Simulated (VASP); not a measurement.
## BaTiO3: single point with PBEsol+D3(BJ)

The system is BaTiO3.

```xyz
5
Lattice="2.7952 1.6138 2.2880 -2.7952 1.6138 2.2880 0.0000 -3.2276 2.2880" Properties=species:S:1:pos:R:3 pbc="T T T"
Ba    0.0000    0.0000   -0.0088
Ti    0.0000    0.0000    3.3537
O     0.0000    1.6015    2.3609
O    -1.3870   -0.8008    2.3609
O     1.3870   -0.8008    2.3609
```

```yaml
Program: VASP 6.6.1
Task: single point
Functional: PBEsol
Dispersion: D3(BJ)
Potentials_or_basis: VASP PAW PBE potentials, release 64 (Ba_sv, Ti_sv, O)
Cutoff: 520 eV
k_mesh: 4 × 4 × 4
Occupations: gaussian, width 0.01 eV
Spin: no spin polarisation
```

```json
{
  "Pressure": "2.1 GPa",
  "Largest force": "0.049 eV/Å",
  "Band gap on the k mesh": "2.18 eV, indirect (least direct gap 2.46 eV)",
  "Dispersion energy per atom": "-0.274 eV"
}
```

Forces on the atoms (eV/Å):
```
Ba   0.000  0.000  0.033
Ti   0.000  0.000  0.049
O    0.000  0.015 -0.027
O   -0.013 -0.007 -0.027
O    0.013 -0.007 -0.027
```

Levels at points of the mesh, in eV from the valence-band top:
```
           k point  band 16  band 17  band 18  band 19  band 20  band 21  band 22  band 23  band 24  band 25
(0.00, 0.00, 0.00)    -1.32    -1.15    -0.40    -0.28    -0.28     2.18     2.18     2.31     4.53     4.53
(0.50, 0.00, 0.00)    -2.14    -1.85    -1.75    -0.90    -0.79     2.38     3.83     3.91     4.52     6.41
(0.50, 0.50, 0.00)    -2.87    -1.65    -0.87    -0.84    -0.10     3.89     3.90     4.26     5.24     7.97
(0.50, 0.50, 0.50)    -2.38    -2.34    -0.01    -0.01     0.00     4.47     4.57     4.57     6.73     6.73
```

It took 37 s on 1 thread of AMD EPYC 7R13, on a shared host, peak memory 0.16 GiB.

Caveat: the PAW data sets were made with another functional, which shifts forces and pressure a little; spin-orbit coupling is left out, which moves the levels of the heavy elements. A k mesh can miss the band edges.
